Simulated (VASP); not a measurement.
Set up this calculation in VASP 6.6.1, as the native input.

| Quantity | Value |
| --- | --- |
| Task | relaxation of shape and atoms at fixed volume |
| Functional | PBE |
| Dispersion | D3(BJ) |
| Potentials or basis | VASP PAW PBE potentials, release 64 (O) |
| Cutoff | 600 eV |
| k mesh | 9 × 9 × 9 |
| Occupations | gaussian, width 0.02 eV |
| Spin | collinear spin, ferromagnetic start |
| Starting moments | [0.61, 0.61] μB |
| Dipole correction | no |
| Further INCAR settings | ALGO = Normal; EDIFF = 1e-06; IBRION = 2; EDIFFG = -0.01; NSW = 50; ISIF = 4 |

The structure of O lies in POSCAR:

```
O
1.0
    1.7929488092      1.0351594777      3.9816430246
   -1.7929488092      1.0351594777      3.9816430246
    0.0000000000     -2.0703189553      3.9816430246
O
2
Direct
    0.9484979349      0.9484979349      0.9484979349
    0.0515020651      0.0515020651      0.0515020651
```

This cell differs from its parent crystal: volume scaled by 1.06.

These files were run (other wordings do the same):

INCAR

```
SYSTEM = O
ALGO = Normal ; EDIFF = 1E-6
EDIFFG = -0.01 ; ENCUT = 600
GGA = PE ; IBRION = 2
ISIF = 4 ; ISMEAR = 0
ISPIN = 2 ; IVDW = 12
LASPH = .TRUE. ; LCHARG = .FALSE.
LORBIT = 11 ; LREAL = .FALSE.
LWAVE = .FALSE. ; MAGMOM = 0.61 0.61
NELM = 150 ; NSW = 50
PREC = Accurate ; SIGMA = 0.02
```

KPOINTS

```
k-points
0
G
  9 9 9
  0 0 0
```

Potentials or basis: VASP PAW PBE potentials, release 64 (O).

The run is started by

```bash
$ cat potpaw_PBE.64/O/POTCAR > POTCAR
$ mpirun -np 1 vasp_std > vasp.out
```

It gave:

| Quantity | Value |
| --- | --- |
| Energy gained by relaxing | 0.9 meV/atom |
| Ionic steps | 28 |
| Pressure after relaxing | -0.4 GPa |
| Largest force after relaxing | 0.008 eV/Å |
| Band gap on the k mesh | 1.67 eV, indirect (least direct gap 1.69 eV) |
| Net moment | 2.00 μB per cell |
| Site moments | O +0.81 μB |
| Valence electrons inside the program's atomic spheres | O 4.89 |
| Dispersion energy per atom | -0.033 eV |

Caveat: the standard files for N, O and F lose accuracy on very short bonds.

It took 14 min on 1 thread of AMD EPYC 7R43 64-Core Processor (Zen 3) (shared host), peak memory 0.26 GiB.
